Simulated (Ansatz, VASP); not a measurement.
# TaN in VASP and in Ansatz

File INCAR:

```
SYSTEM = TaN
PREC = Accurate ; ENCUT = 520
EDIFF = 1E-7 ; ISMEAR = -1
SIGMA = 0.03 ; LREAL = .FALSE.
LASPH = .TRUE. ; NELM = 60
ALGO = Normal ; ISIF = 2
LWAVE = .FALSE. ; LCHARG = .FALSE.
NBANDS = 33
```

Contents of KPOINTS:

```
Automatic mesh
0
G
  5 5 8
  0 0 0
```

File POSCAR:

```
TaN
1.0
    5.0294492781      0.0000000000      0.0000000000
   -2.5147246391      4.3556308419      0.0000000000
    0.0000000000      0.0000000000      2.9080000000
Ta N
3 3
Direct
    0.0000000000      0.0000000000      0.0000000000
    0.3333333333      0.6666666667      0.5000000000
    0.6666666667      0.3333333333      0.5000000000
    0.5000000000      0.0000000000      0.0000000000
    0.5000000000      0.5000000000      0.0000000000
    0.0000000000      0.5000000000      0.0000000000
```

Input for Ansatz:

```yaml
crystal:
  lattice:
    - [5.0294492781, 0.0, 0.0]
    - [-2.5147246391, 4.3556308419, 0.0]
    - [0.0, 0.0, 2.908]
  atoms:
    - { symbol: Ta, position: [0.0, 0.0, 0.0] }
    - { symbol: Ta, position: [0.3333333333, 0.6666666667, 0.5] }
    - { symbol: Ta, position: [0.6666666667, 0.3333333333, 0.5] }
    - { symbol: "N", position: [0.5, 0.0, 0.0] }
    - { symbol: "N", position: [0.5, 0.5, 0.0] }
    - { symbol: "N", position: [0.0, 0.5, 0.0] }
kpoints:
  mp_grid: { grid: [5, 5, 8] }
  band_path:
    path:
      - [0.0, 0.0, 0.0]
      - [0.5, 0.0, 0.0]
      - [0.3333333333, 0.3333333333, 0.0]
      - [0.0, 0.0, 0.0]
      - [0.0, 0.0, 0.5]
      - [0.5, 0.0, 0.5]
      - [0.3333333333, 0.3333333333, 0.5]
      - [0.0, 0.0, 0.5]
      - [0.5, 0.0, 0.5]
    npoints: 5
scf:
  occupations: { method: fermi_dirac, width: 0.03 }
hamiltonian:
  xc: lda
  pseudopotentials: { kind: all_electron, lapw: { basis_error: 0.0005 } }
output:
  forces: true
  stress: true
  eigenvalues: true
```

Change from the starting cell: equal xx and yy strain of -3 %.

Alike in both runs: task single point; functional LDA; k mesh 5 × 5 × 8; occupations fermi-dirac, width 0.03 eV; no spin polarisation.

|  | VASP | Ansatz |
| --- | --- | --- |
| version | VASP 6.6.1 | Ansatz 0.2.0 |
| potentials or method | VASP PAW LDA potentials, release 64 (Ta_pv, N), cutoff 520 eV | all-electron LAPW, scalar-relativistic |

|  | VASP | Ansatz | Ansatz less VASP |
| --- | --- | --- | --- |
| pressure (GPa) | 16.8 | 14.4 | -2.43 |
| traceless stress, the component that is largest in VASP (GPa) | -5.38 | -6.13 | -0.750 |

LDA's correlation is that of Perdew and Zunger in VASP and of Perdew and Wang (1992) in Ansatz. Ansatz ran all-electron here, and VASP with PAW potentials.

Spin-orbit coupling is off throughout.
